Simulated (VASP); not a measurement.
Here is a VASP 6.6.1 calculation.

Contents of INCAR:

```
PREC = Accurate
ENCUT = 500
EDIFF = 1E-6
ISMEAR = -1
SIGMA = 0.08
LREAL = False
LASPH = True
NELM = 120
ALGO = Normal
ISIF = 2
LWAVE = False
LCHARG = True
LELF = True
LVHAR = True
NBANDS = 21
GGA_COMPAT = False
```

File KPOINTS:

```
regular mesh
0
Gamma
  18 18 10
```

File POSCAR:

```
Ru
1.0
    2.3418379194      0.0000000000      0.0000000000
   -1.1709189597      2.0280911298      0.0000000000
    0.0000000000      0.0000000000      3.7479406495
Ru
2
Direct
    0.3333333333      0.6666666667      0.2500000000
    0.6666666667      0.3333333333      0.7500000000
```

Potentials or basis: VASP PAW LDA potentials, release 64 (Ru_pv).

Command:

```bash
$ cat potpaw_LDA.64/Ru_pv/POTCAR > POTCAR
$ mpirun -np 1 vasp_std > vasp.out
```

(1) Predict the pressure.

(2) What does it give for the band gap on the k mesh?

## Answers

(1) 349.0 GPa.

(2) zero (bands 14 and 15 overlap by 6.06 eV).

Caveat: the cell stands under pressure; an empty level that is flat over the whole mesh can mark a ghost state of the potentials, or a narrow d or f band.
